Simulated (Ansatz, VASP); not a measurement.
**InSe: VASP beside Ansatz**

```
CELL_PARAMETERS angstrom
2.00000 1.15470 8.31667
-2.00000 1.15470 8.31667
0.00000 -2.30940 8.31667
ATOMIC_POSITIONS crystal
In 0.00000 0.00000 0.00000
In 0.11220 0.11220 0.11220
Se 0.61550 0.61550 0.61550
Se 0.83000 0.83000 0.83000
```

Alike in both runs: task single point; functional PBEsol; dispersion D3(BJ); k mesh 12 × 12 × 12; occupations gaussian, width 0.03 eV; no spin polarisation.

```csv
,VASP,Ansatz
version,VASP 6.6.1,Ansatz 0.2.0
potentials or method,"VASP PAW PBE potentials, release 64 (In_d, Se), cutoff 520 eV","scalar-relativistic, plane waves, PAW"
valence electrons in the cell,38,58
```

|  | VASP | Ansatz | Ansatz less VASP |
| --- | --- | --- | --- |
| gap on the k mesh at the Fermi level (eV) | 0.28 | 0.30 | +0.012 |
| least direct gap on the mesh (eV) | 0.28 | 0.30 | +0.012 |
| pressure (GPa) | -1.4 | -1.4 | -0.06 |
| traceless stress, the component that is largest in VASP (GPa) | -0.40 | -0.39 | +0.011 |
| rms of the force components (eV/Å) | 0.068 | 0.059 | -0.0089 |

VASP's potentials were made for PBE, not for PBEsol. Atom by atom the forces differ by 0.011 eV/Å (rms over components). VASP's potentials hold 38 valence electrons a cell and Ansatz's 58, so a difference there can come from the potentials and not from the codes.
